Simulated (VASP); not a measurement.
HfO2, 6 atoms in the cell. Symmetry: Amm2, No. 38, orthorhombic system. The conventional cell has a = 3.186 Å, b = 6.773 Å, c = 6.773 Å, α = 90.00°, β = 90.00°, γ = 90.00°. Hf (site symmetry mm2) has 6 O at 1.89 to 2.27 Å within 2.5 Å. Hf (site symmetry mm2) has 6 O at 2.06 to 2.07 Å within 2.7 Å. Within 2.7 Å of O (site symmetry mm2) lie 3 Hf at 2.06 to 2.27 Å and 1 O at 2.64 Å. O (site symmetry m) has 3 Hf at 2.07 to 2.09 Å and 1 O at 2.64 Å within 2.7 Å. O (site symmetry mm2) has 3 Hf at 1.89 to 2.06 Å within 2.5 Å.  This cell differs from its parent crystal: atom 1 (Hf) moved -0.300 Å along Cartesian [1 -1 0].

| Property | Result |
| --- | --- |
| Program | VASP 6.6.1 |
| Task | single point |
| Functional | LDA |
| Potentials or basis | VASP PAW LDA potentials, release 64 (Hf_pv, O) |
| Cutoff | 520 eV |
| k mesh | 6 × 6 × 8 |
| Occupations | gaussian, width 0.05 eV |
| Spin | no spin polarisation |
| Dipole correction | no |
| Further INCAR settings | ALGO = Normal; EDIFF = 1e-06; NBANDS = 31 |

Potentials or basis: VASP PAW LDA potentials, release 64 (Hf_pv, O).

The run is started by

```sh
$ cat potpaw_LDA.64/Hf_pv/POTCAR potpaw_LDA.64/O/POTCAR > POTCAR
$ mpirun -np 1 vasp_std > vasp.out
```

Hardware: 1 thread of Intel(R) Xeon(R) 6975P-C (Granite Rapids) (shared host).

Problem. Estimate the wall time of this run.

Solution. Run time: 40 s on 1 thread of Intel(R) Xeon(R) 6975P-C (Granite Rapids) (shared host), peak memory 0.24 GiB. Counts: scf iterations 14, k points 65.
